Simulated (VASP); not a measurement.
# Mg3H8O3 in VASP: a series of runs

Mg3H8O3 is run at these levels: PBE; tasks: single point.

Program: VASP 6.6.1. These are calculated values, not measurements. Logs are shortened: lines on timing, memory, paths and dates and some standing lists are left out, and cuts for length are marked.

**1. The cell of the first run**

The cell holds a wire or tube with vacuum around it, 28 atoms: a = 16.800 Å, b = 15.700 Å, c = 5.118 Å, α = 90.00°, β = 90.00°, γ = 90.00°.

**2. Single point, PBE**

Contents of INCAR:

```
PREC = Accurate
ENCUT = 520
EDIFF = 1E-7
ISMEAR = 0
SIGMA = 0.05
LREAL = Auto
LASPH = True
NELM = 60
ALGO = Normal
ISIF = 2
LWAVE = False
LCHARG = False
GGA = PE
NBANDS = 52
```

Contents of KPOINTS:

```
Automatic mesh
0
Gamma
  1 1 7
```

Contents of POSCAR:

```
Mg3H8O3
1.0
   16.8000000000      0.0000000000      0.0000000000
    0.0000000000     15.7000000000      0.0000000000
    0.0000000000      0.0000000000      5.1181270582
Mg O H
6 6 16
Direct
    0.4506683519      0.3476141539      0.0061832458
    0.3520050558      0.5304771692      0.0061832458
    0.5493316481      0.5304771692      0.0061832458
    0.4506683519      0.4695228308      0.5061832458
    0.6479949442      0.4695228308      0.5061832458
    0.5493316481      0.6523858461      0.5061832458
    0.4506683519      0.3476141539      0.3984167542
    0.3520050558      0.5304771692      0.3984167542
    0.5493316481      0.5304771692      0.3984167542
    0.4506683519      0.4695228308      0.8984167542
    0.6479949442      0.4695228308      0.8984167542
    0.5493316481      0.6523858461      0.8984167542
    0.3654709689      0.2949790776      0.9131251033
    0.5358657350      0.2949790776      0.9131251033
    0.2668076728      0.4778420929      0.9131251033
    0.3520050558      0.6357473219      0.9131251033
    0.6479949442      0.3642526781      0.4131251033
    0.7331923272      0.5221579071      0.4131251033
    0.4641342650      0.7050209224      0.4131251033
    0.6345290311      0.7050209224      0.4131251033
    0.4026209906      0.3179304190      0.4508972183
    0.4987157133      0.3179304190      0.4508972183
    0.3039576945      0.5007934343      0.4508972183
    0.3520050558      0.5898446390      0.4508972183
    0.6479949442      0.4101553610      0.9508972183
    0.6960423055      0.4992065657      0.9508972183
    0.5012842867      0.6820695810      0.9508972183
    0.5973790094      0.6820695810      0.9508972183
```

Potentials or basis: VASP PAW PBE potentials, release 64 (Mg, O, H).

The run is started by

```console
$ cat potpaw_PBE.64/Mg/POTCAR potpaw_PBE.64/O/POTCAR potpaw_PBE.64/H/POTCAR > POTCAR
$ mpirun -np 1 vasp_std > vasp.out
```

OUTCAR:

```text
PREC = Accurate
   ENCUT = 520
   EDIFF = 1E-7
   ISMEAR = 0
   LREAL = Auto
   LASPH = True
   NELM = 60
   ISIF = 2
   GGA = PE

 ion  position               nearest neighbor table
   1  0.451  0.348  0.006-  13 1.72  14 1.72  10 1.99   7 2.01   4 3.20   4 3.20   2 3.32   3 3.32

   2  0.352  0.530  0.006-  15 1.72  16 1.72  10 1.99   8 2.01   4 3.20   4 3.20   1 3.32   3 3.32

   3  0.549  0.530  0.006-  11 1.99  12 1.99  10 1.99   9 2.01   5 3.20   5 3.20   6 3.20   6 3.20
                             4 3.20   4 3.20   1 3.32   2 3.32
   4  0.451  0.470  0.506-   8 1.99   7 1.99   9 1.99  10 2.01   2 3.20   2 3.20   1 3.20   1 3.20
                             3 3.20   3 3.20   6 3.32   5 3.32
   5  0.648  0.470  0.506-  18 1.72  17 1.72   9 1.99  11 2.01   3 3.20   3 3.20   6 3.32   4 3.32

   6  0.549  0.652  0.506-  20 1.72  19 1.72   9 1.99  12 2.01   3 3.20   3 3.20   5 3.32   4 3.32

   7  0.451  0.348  0.398-  21 0.97  22 0.97   4 1.99   1 2.01
   8  0.352  0.530  0.398-  23 0.97  24 0.97   4 1.99   2 2.01
   9  0.549  0.530  0.398-   5 1.99   6 1.99   4 1.99   3 2.01
  10  0.451  0.470  0.898-   2 1.99   1 1.99   3 1.99   4 2.01
  11  0.648  0.470  0.898-  26 0.97  25 0.97   3 1.99   5 2.01
  12  0.549  0.652  0.898-  28 0.97  27 0.97   3 1.99   6 2.01
  13  0.365  0.295  0.913-   1 1.72
  14  0.536  0.295  0.913-   1 1.72
  15  0.267  0.478  0.913-   2 1.72
  16  0.352  0.636  0.913-   2 1.72
  17  0.648  0.364  0.413-   5 1.72
  18  0.733  0.522  0.413-   5 1.72
[... 8 lines left out ...]
  27  0.501  0.682  0.951-  12 0.97
  28  0.597  0.682  0.951-  12 0.97

  LATTYP: Found a simple orthorhombic cell.
 ALAT       =     5.1181270582
 B/A-ratio  =     3.0675283793
 C/A-ratio  =     3.2824507498

  Lattice vectors:

 A1 = (   0.0000000000,   0.0000000000,  -5.1181270582)
 A2 = (   0.0000000000,  15.7000000000,   0.0000000000)
 A3 = (  16.8000000000,   0.0000000000,   0.0000000000)

Analysis of symmetry for initial positions (statically):
=====================================================================
 Subroutine PRICEL returns:
 Original cell was already a primitive cell.

 Routine SETGRP: Setting up the symmetry group for a
 simple orthorhombic supercell.

 Subroutine GETGRP returns: Found  2 space group operations
 (whereof  1 operations were pure point group operations)
 out of a pool of  8 trial point group operations.

The static configuration has the point symmetry C_1 .
 The point group associated with its full space group is C_2 .

Analysis of symmetry for dynamics (positions and initial velocities):
=====================================================================
 Subroutine PRICEL returns:
 Original cell was already a primitive cell.

 Routine SETGRP: Setting up the symmetry group for a
 simple orthorhombic supercell.

 Subroutine GETGRP returns: Found  2 space group operations
 (whereof  1 operations were pure point group operations)
 out of a pool of  8 trial point group operations.

The dynamic configuration has the point symmetry C_1 .
 The point group associated with its full space group is C_2 .

 Subroutine INISYM returns: Found  2 space group operations
 (whereof  1 operations are pure point group operations),
 and found     1 'primitive' translations

----------------------------------------------------------------------------------------

                                     Primitive cell

  volume of cell :    1349.9572

  direct lattice vectors                    reciprocal lattice vectors
    16.800000000  0.000000000  0.000000000     0.059523810  0.000000000  0.000000000
     0.000000000 15.700000000  0.000000000     0.000000000  0.063694268  0.000000000
     0.000000000  0.000000000  5.118127058     0.000000000  0.000000000  0.195383973

  length of vectors
    16.800000000 15.700000000  5.118127058     0.059523810  0.063694268  0.195383973

  position of ions in fractional coordinates (direct lattice)
     0.450668352  0.347614154  0.006183246
     0.352005056  0.530477169  0.006183246
     0.549331648  0.530477169  0.006183246
     0.450668352  0.469522831  0.506183246
     0.647994944  0.469522831  0.506183246
     0.549331648  0.652385846  0.506183246
[... 20 lines left out ...]
     0.501284287  0.682069581  0.950897218
     0.597379009  0.682069581  0.950897218

  ion indices of the primitive-cell ions
   primitive index   ion index
                 1           1
                 2           2
                 3           3
                 4           4
                 5           5
                 6           6
[... 20 lines left out ...]
                27          27
                28          28

----------------------------------------------------------------------------------------

 KPOINTS: Automatic mesh

Automatic generation of k-mesh.
 Grid dimensions read from file:
 generate k-points for:    1    1    7

 Generating k-lattice:

  Cartesian coordinates                     Fractional coordinates (reciprocal lattice)
     0.059523810  0.000000000  0.000000000     1.000000000  0.000000000  0.000000000
     0.000000000  0.063694268  0.000000000     0.000000000  1.000000000  0.000000000
     0.000000000  0.000000000  0.027911996     0.000000000  0.000000000  0.142857143

  Length of vectors
     0.059523810  0.063694268  0.027911996

  Shift w.r.t. Gamma in fractional coordinates (k-lattice)
     0.000000000  0.000000000  0.000000000

 Subroutine IBZKPT returns following result:
 ===========================================

 Found      4 irreducible k-points:

 Following reciprocal coordinates:
            Coordinates               Weight
  0.000000  0.000000  0.000000      1.000000
  0.000000  0.000000  0.142857      2.000000
  0.000000  0.000000  0.285714      2.000000
  0.000000  0.000000  0.428571      2.000000
   k-points           NKPTS =      4   k-points in BZ     NKDIM =      4   number of bands    NBANDS=     52
   number of dos      NEDOS =    301   number of ions     NIONS =     28
   total plane-waves  NPLWV = 604800
   dimension x,y,z NGX =   126 NGY =  120 NGZ =   40
   dimension x,y,z NGXF=   252 NGYF=  240 NGZF=   80
   ions per type =               6   6  16
   NGX,Y,Z   is equivalent  to a cutoff of  12.47, 12.71, 12.99 a.u.
   NGXF,Y,Z  is equivalent  to a cutoff of  24.94, 25.41, 25.99 a.u.
 SYSTEM =  unknown system
   PREC   = accura    normal or accurate (medium, high low for compatibility)
   ISTART =      0    job   : 0-new  1-cont  2-samecut
   ICHARG =      2    charge: 1-file 2-atom 10-const
   ISPIN  =      1    spin polarized calculation?
   LNONCOLLINEAR =      F non collinear calculations
   LSORBIT =      F    spin-orbit coupling
   LASPH  =      T    aspherical Exc in radial PAW
   ENCUT  =  520.0 eV  38.22 Ry    6.18 a.u.  31.24 29.19  9.52*2*pi/ulx,y,z
   NELM   =     60;   NELMIN=  2; NELMDL= -5     # of ELM steps
   EDIFF  = 0.1E-06   stopping-criterion for ELM
   LREAL  =      T    real-space projection
   EDIFFG = 0.1E-05   stopping-criterion for IOM
   NSW    =      0    number of steps for IOM
   IBRION =     -1    ionic relax: 0-MD 1-quasi-New 2-CG
   NFREE  =      0    steps in history (QN), initial steepest desc. (CG)
   ISIF   =      2    stress and relaxation
   ISYM   =      2    0-nonsym 1-usesym 2-fastsym
   POTIM  = 0.5000    time-step for ionic-motion
   TEBEG  =    0.0;   TEEND  =   0.0 temperature during run
   PSTRESS=    0.0 pullay stress
   NELECT =      64.0000    total number of electrons
   NUPDOWN=      -1.0000    fix difference up-down
   EMIN   =  10.00;   EMAX   =-10.00  energy-range for DOS
   EFERMI =   0.00;   METHOD = LEGACY
   ISMEAR =     0;   SIGMA  =   0.05  broadening in eV -4-tet -1-fermi 0-gaus
   EFERMI_NEDOS =   21; number of points for ismear=-14 and -15
   IALGO  =     38    algorithm
   IMIX   =      4    mixing-type and parameters
     AMIX     =   0.40;   BMIX     =  1.00
     AMIX_MAG =   1.60;   BMIX_MAG =  1.00
  volume/ion in A,a.u.               =      48.21       325.36
  Fermi-wavevector in a.u.,A,eV,Ry     =   0.592509  1.119679  4.776553  0.351067
  Thomas-Fermi vector in A             =   1.641350
   LORBIT       =      0    0 simple, 1 ext, 2 COOP (PROOUT), +10 PAW based schemes
   GGA     = PE    functional components
   LHFCALC =     F    Hartree Fock is set to
   AEXX    =    0.0000 exact exchange contribution
   IVDW    =     0    specifies the selected vdW correction
   LEPSILON=     F    determine dielectric tensor
   LRPA    =     F    only Hartree local field effects (RPA)
 non-spin polarized calculation
 Gauss-broadening in eV      SIGMA  =   0.05
  energy-cutoff  :      520.00
  volume of cell :     1349.96
 maximum number of plane-waves:     36403
 NGX is ok and might be reduce to   126
   NGX = 63   NGY = 59   NGZ = 19

 number of electron      64.0000037 magnetization

 Free energy of the ion-electron system (eV)
  ---------------------------------------------------
  ext. energy  EPLUGINS =         0.00000000
  ---------------------------------------------------
  free energy    TOTEN  =      -108.75768607 eV

  energy without entropy =     -108.75768607  energy(sigma->0) =     -108.75768607

 E-fermi :  -4.0731     XC(G=0):  -2.4392

 val. band max:       -4.3269067554   @ k =   0.0000   0.0000   0.0000
 cond. band min:      -2.1433798479   @ k =   0.0000   0.0000   0.4286
 fundamental gap:      2.1835269075
 Fermi energy:        -4.0731458703

 k-point     1 :       0.0000    0.0000    0.0000
  band No.  band energies     occupation
      1     -28.7388      2.00000
      2     -28.7333      2.00000
      3     -28.6937      2.00000
      4     -28.6904      2.00000
      5     -23.0283      2.00000
      6     -22.7706      2.00000
[... 36 lines left out ...]
     43       0.8127      0.00000
     44       1.0912      0.00000

 k-point     2 :       0.0000    0.0000    0.1429
  band No.  band energies     occupation
      1     -28.7377      2.00000
      2     -28.7328      2.00000
      3     -28.6929      2.00000
      4     -28.6900      2.00000
      5     -23.0154      2.00000
      6     -22.7831      2.00000
[... 36 lines left out ...]
     43       0.9416      0.00000
     44       1.2604      0.00000

 k-point     3 :       0.0000    0.0000    0.2857
  band No.  band energies     occupation
      1     -28.7353      2.00000
      2     -28.7318      2.00000
      3     -28.6912      2.00000
      4     -28.6891      2.00000
      5     -22.9792      2.00000
      6     -22.8184      2.00000
[... 36 lines left out ...]
     43       1.0391      0.00000
     44       1.3615      0.00000

 k-point     4 :       0.0000    0.0000    0.4286
  band No.  band energies     occupation
      1     -28.7328      2.00000
      2     -28.7315      2.00000
      3     -28.6894      2.00000
      4     -28.6887      2.00000
      5     -22.9271      2.00000
      6     -22.8697      2.00000
[... 36 lines left out ...]
     43       1.1839      0.00000
     44       1.2636      0.00000
 [bands above 44 left out]

------------------------ aborting loop because EDIFF is reached ----------------------------------------

  FORCE on cell =-STRESS in cart. coord.  units (eV):
  Direction    XX          YY          ZZ          XY          YZ          ZX
  --------------------------------------------------------------------------------------
  -------------------------------------------------------------------------------------
  Total        8.5800239     10.3461064      8.5477231     -1.5121390      0.0000000      0.0000000
  in kB       10.1830783     12.2791280     10.1447425     -1.7946605      0.0000000      0.0000000
  external PRESSURE =      10.8689829 kB  Pullay stress =       0.0000000 kB

 VOLUME and BASIS-vectors are now :
 -----------------------------------------------------------------------------
  energy-cutoff  :      520.00
  volume of cell :     1349.96
      direct lattice vectors                 reciprocal lattice vectors
    16.800000000  0.000000000  0.000000000     0.059523810  0.000000000  0.000000000
     0.000000000 15.700000000  0.000000000     0.000000000  0.063694268  0.000000000
     0.000000000  0.000000000  5.118127058     0.000000000  0.000000000  0.195383973

 POSITION                                       TOTAL-FORCE (eV/Angst)
 -----------------------------------------------------------------------------------
      7.57123      5.45754      0.03165        -0.085356     -0.591738     -1.353968
      5.91368      8.32849      0.03165        -0.557315      0.224303     -1.352547
      9.22877      8.32849      0.03165        -1.165755     -0.672731      1.179646
      7.57123      7.37151      2.59071         1.165755      0.672731      1.179646
     10.88632      7.37151      2.59071         0.557315     -0.224303     -1.352547
      9.22877     10.24246      2.59071         0.085356      0.591738     -1.353968
[... 20 lines left out ...]
      8.42158     10.70849      4.86681        -0.937377      0.768478      0.734413
     10.03597     10.70849      4.86681         0.533842      0.963434      0.765808
 -----------------------------------------------------------------------------------
    total drift:                                0.000000      0.000000      0.012009

  FREE ENERGIE OF THE ION-ELECTRON SYSTEM (eV)
  ---------------------------------------------------
  free  energy   TOTEN  =      -108.7576860737 eV

  energy  without entropy=     -108.7576860737  energy(sigma->0) =     -108.75768607
```

Wall time 25 min (1 thread of Intel Xeon 8259CL, shared host); peak memory 1.1 GiB.

What came out:

```
Free energy            : -108.7577 eV
Largest force          : 1.790 eV/Å
Band gap on the k mesh : 2.18 eV (least direct gap 2.33 eV)
```

Forces in eV/Å, atoms in the order of the input:
```
Mg  -0.085 -0.592 -1.354
Mg  -0.557  0.224 -1.353
Mg  -1.166 -0.673  1.180
Mg   1.166  0.673  1.180
Mg   0.557 -0.224 -1.353
Mg   0.085  0.592 -1.354
O   -0.371  0.912 -0.318
O    0.605 -0.773 -0.318
O   -0.805 -0.463  0.060
O    0.805  0.463  0.060
O   -0.605  0.773 -0.318
O    0.371 -0.912 -0.318
H   -0.453  0.005 -0.224
H    0.699  0.263 -0.225
H   -0.222 -0.396 -0.224
H    0.579  0.473 -0.225
H   -0.579 -0.473 -0.225
H    0.222  0.396 -0.224
H   -0.699 -0.263 -0.225
H    0.453 -0.005 -0.224
H   -0.534 -0.963  0.766
H    0.937 -0.768  0.734
H   -1.102  0.020  0.766
H   -0.198  1.196  0.734
H    0.198 -1.196  0.734
H    1.102 -0.020  0.766
H   -0.937  0.768  0.734
H    0.534  0.963  0.766
```

**3. Single point, PBE**

This run uses another cell than the first one.

Contents of INCAR:

```
SYSTEM = Mg3H8O3
ALGO = Normal
EDIFF = 1E-7
ENCUT = 520
GGA = PE
ISIF = 2
ISMEAR = 0
LASPH = .TRUE.
LCHARG = .FALSE.
LREAL = Auto
LWAVE = .FALSE.
NBANDS = 52
NELM = 80
PREC = Accurate
SIGMA = 0.05
```

Contents of KPOINTS:

```
k-points
0
G
  1 1 7
  0 0 0
```

Contents of POSCAR:

```
Mg3H8O3
1.0
   16.8000000000      0.0000000000      0.0000000000
    0.0000000000     15.7000000000      0.0000000000
    0.0000000000      0.0000000000      5.1630760702
Mg O H
6 6 16
Direct
    0.5104625184      0.3709415497      0.0103358408
    0.4006570485      0.5738744983      0.0101777212
    0.5688881076      0.5426501155     -0.0089182483
    0.4311118924      0.4573498845      0.4910817517
    0.5993429515      0.4261255017      0.5101777212
    0.4895374816      0.6290584503      0.5103358408
    0.4428312279      0.3466964729      0.3115982994
    0.3472434654      0.5231241811      0.3111421618
    0.5338386106      0.5210560564      0.3583359189
    0.4661613894      0.4789439436      0.8583359189
    0.6527565346      0.4768758189      0.8111421618
    0.5571687721      0.6533035271      0.8115982994
    0.3466497312      0.2832742409      0.9262336809
    0.5487777244      0.3300635876      0.6991223654
    0.2482488210      0.4648347741      0.9258707988
    0.3864933500      0.6296580971      0.6988540737
    0.6135066500      0.3703419029      0.1988540737
    0.7517511790      0.5351652259      0.4258707988
    0.4512222756      0.6699364124      0.1991223654
    0.6533502688      0.7167257591      0.4262336809
    0.3405304660      0.2726638262      0.7853054153
    0.4655160419      0.3047224798      0.4286953174
    0.2363765453      0.4644971164      0.7851591540
    0.3242854769      0.5649970606      0.4279767870
    0.6757145231      0.4350029394      0.9279767870
    0.7636234547      0.5355028836      1.2851591540
    0.5344839581      0.6952775202      0.9286953174
    0.6594695340      0.7273361738      1.2853054153
```

Potentials or basis: VASP PAW PBE potentials, release 64 (Mg, O, H).

The run is started by

```console
$ cat potpaw_PBE.64/Mg/POTCAR potpaw_PBE.64/O/POTCAR potpaw_PBE.64/H/POTCAR > POTCAR
$ mpirun -np 1 vasp_std > vasp.out
```

It took 29 min on 1 thread of Intel Xeon 8259CL, shared host; peak memory 1.2 GiB.

The run converged. Its results:

```yaml
Free_energy: -118.1736 eV
Largest_force: 0.116 eV/Å
Band_gap_on_the_k_mesh: 4.69 eV (least direct gap 4.75 eV)
```

Forces in eV/Å, atoms in the order of the input:
```
Mg  -0.012  0.027  0.003
Mg   0.016 -0.026  0.008
Mg  -0.020 -0.012 -0.017
Mg   0.020  0.012 -0.017
Mg  -0.016  0.026  0.008
Mg   0.012 -0.027  0.003
O   -0.014  0.081 -0.061
O    0.063 -0.055 -0.063
O   -0.001  0.000 -0.012
O    0.001  0.000 -0.012
O   -0.063  0.055 -0.063
O    0.014 -0.081 -0.061
H   -0.002 -0.004 -0.021
H    0.003 -0.002  0.000
H   -0.004  0.001 -0.018
H    0.002  0.003  0.003
H   -0.002 -0.003  0.003
H    0.004 -0.001 -0.018
H   -0.003  0.002  0.000
H    0.002  0.004 -0.021
H    0.002  0.005  0.020
H    0.034 -0.085  0.071
H    0.005 -0.001  0.017
H   -0.057  0.072  0.071
H    0.057 -0.072  0.071
H   -0.005  0.001  0.017
H   -0.034  0.085  0.071
H   -0.002 -0.005  0.020
```

Levels at points of the mesh, in eV from the valence-band top:
```tsv
k point	band 30	band 31	band 32	band 33	band 34	band 35
(0.00, 0.00, 0.00)	-0.49	-0.29	0.00	4.75	4.77	4.91
```
